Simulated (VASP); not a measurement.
A run of VASP 6.6.1:

The input POSCAR:

```
BN
1.0
    2.5039909975      0.0000000000      0.0000000000
   -1.2519954988      2.1685198147      0.0000000000
    0.0000000000      0.0000000000      6.6611981197
B N
2 2
Direct
    0.3333333333      0.6666666667      0.2500000000
    0.6666666667      0.3333333333      0.7500000000
    0.3333333333      0.6666666667      0.7500000000
    0.6666666667      0.3333333333      0.2500000000
```

File INCAR.step1:

```
PREC = Accurate ; ENCUT = 520
ISMEAR = 0 ; SIGMA = 0.05
LREAL = False ; LASPH = True
NELM = 60 ; NBANDS = 16
GGA = PE ; ALGO = Normal
EDIFF = 1E-4 ; LWAVE = True
LCHARG = False
```

File INCAR.step2:

```
PREC = Accurate ; ENCUT = 520
EDIFF = 1E-6 ; ISMEAR = 0
SIGMA = 0.05 ; LREAL = False
LASPH = True ; NELM = 60
ALGO = Normal ; ISIF = 2
LWAVE = False ; LCHARG = False
METAGGA = R2SCAN ; LMIXTAU = True
NBANDS = 16 ; ISTART = 1
```

Contents of KPOINTS:

```
Automatic mesh
0
Gamma
  16 16 6
```

Potentials or basis: VASP PAW PBE potentials, release 64 (B, N).

Run with:

```console
$ cat potpaw_PBE.64/B/POTCAR potpaw_PBE.64/N/POTCAR > POTCAR
$ cp INCAR.step1 INCAR
$ mpirun -np 1 vasp_std > vasp.out
$ cp INCAR.step2 INCAR
$ mpirun -np 1 vasp_std > vasp.out
```

Hardware: 1 thread of Intel Xeon 8259CL, on a shared host.

Q: Estimate the wall time of this run.

A: Run time: 4.9 min on 1 thread of Intel Xeon 8259CL, on a shared host, peak memory 0.19 GiB. Counts: k points 120.
